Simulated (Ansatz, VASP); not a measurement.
AlN: VASP beside Ansatz

File INCAR:

```
  ALGO = Normal
  EDIFF = 1E-6
  ENCUT = 520
  GGA = PS
  ISIF = 2
  ISMEAR = 0
  LASPH = T
  LCHARG = F
  LREAL = F
  LWAVE = F
  NBANDS = 11
  NELM = 80
  PREC = Accurate
  SIGMA = 0.05
```

Contents of KPOINTS:

```
k-points
0
Gamma
  10 10 10
```

Contents of POSCAR:

```
AlN
1.0
    0.0000000000      2.1376609775      2.2141545284
    2.2141545284      0.0000000000      2.2141545284
    2.2141545284      2.1376609775      0.0000000000
Al N
1 1
Direct
   -0.0045066557      0.0045066557      0.0045066557
    0.7586811240      0.7413188760      0.7413188760
```

Input for Ansatz:

```yaml
crystal:
  lattice:
    - [0.0, 2.1376609775, 2.2141545284]
    - [2.2141545284, 0.0, 2.2141545284]
    - [2.2141545284, 2.1376609775, 0.0]
  atoms:
    - { symbol: Al, position: [-0.0045066557, 0.0045066557, 0.0045066557] }
    - { symbol: "N", position: [0.758681124, 0.741318876, 0.741318876] }
basis:
  ecutwfc: 520.0
kpoints:
  mp_grid: { grid: [10, 10, 10] }
hamiltonian:
  xc: pbesol
  pseudopotentials: { kind: paw, azcp: { folder: soft_1 } }
scf:
  occupations: { method: gaussian, width: 0.05 }
output:
  forces: true
  stress: true
  eigenvalues: true
  write_density: true
  write_potential: true
  elf: true
  volumetric_format: npy
```

Change from the starting cell: mode 4 frozen in at -0.038 Å, strain +e along z and -e/2 along x and y -0.0233.

Alike in both runs: task single point; functional PBEsol; k mesh 10 × 10 × 10; occupations gaussian, width 0.05 eV; no spin polarisation.

|  | VASP | Ansatz |
| --- | --- | --- |
| version | VASP 6.6.1 | Ansatz 0.2.0 |
| potentials or method | VASP PAW PBE potentials, release 64 (Al, N), cutoff 520 eV | scalar-relativistic, plane waves, PAW |
| valence electrons in the cell | 8 | 8 |

```tsv
	VASP	Ansatz	Ansatz less VASP
gap on the k mesh at the Fermi level (eV)	2.90	2.91	+0.008
least direct gap on the mesh (eV)	3.88	3.86	-0.015
pressure (GPa)	0.4	0.4	-0.02
traceless stress, the component that is largest in VASP (GPa)	-4.03	-3.97	+0.064
rms of the force components (eV/Å)	0.491	0.488	-0.0037
```

VASP's potentials were made for PBE, not for PBEsol, and Ansatz warns of the same on its side. Atom by atom the forces differ by 0.004 eV/Å (rms over components).
